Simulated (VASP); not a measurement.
Here is a VASP 6.6.1 calculation.

The input INCAR:

```
SYSTEM = TaF3
  ALGO = Normal
  EDIFF = 1E-6
  ENCUT = 600
  GGA = PE
  GGA_COMPAT = .False.
  ISIF = 2
  ISMEAR = -1
  LASPH = .True.
  LCHARG = .False.
  LREAL = .False.
  LWAVE = .False.
  NBANDS = 24
  NELM = 120
  PREC = Accurate
  SIGMA = 0.05
```

File KPOINTS:

```
k-points
0
Gamma
  8 8 8
  0 0 0
```

POSCAR

```
TaF3
1.0
    4.1666460000      0.0000000000      0.0000000000
    0.0000000000      4.1666460000      0.0000000000
    0.0000000000      0.0000000000      4.1666460000
Ta F
1 3
Direct
    0.0000000000      0.0000000000      0.0000000000
    0.0000000000      0.5000000000      0.0000000000
    0.5000000000      0.0000000000      0.0000000000
    0.0000000000      0.0000000000      0.5000000000
```

Potentials or basis: VASP PAW PBE potentials, release 64 (Ta_pv, F).

Launch:

```console
$ cat potpaw_PBE.64/Ta_pv/POTCAR potpaw_PBE.64/F/POTCAR > POTCAR
$ mpirun -np 1 vasp_std > vasp.out
```

(1) What does it give for the pressure?

(2) Predict the band gap on the k mesh.

Answers

(1) -3.1 GPa.

(2) zero (band 16 reaches 4.17 eV, above the bottom of band 17 at 2.10 eV).

Caveat: spin-orbit coupling is left out, which moves the levels of the heavy elements.
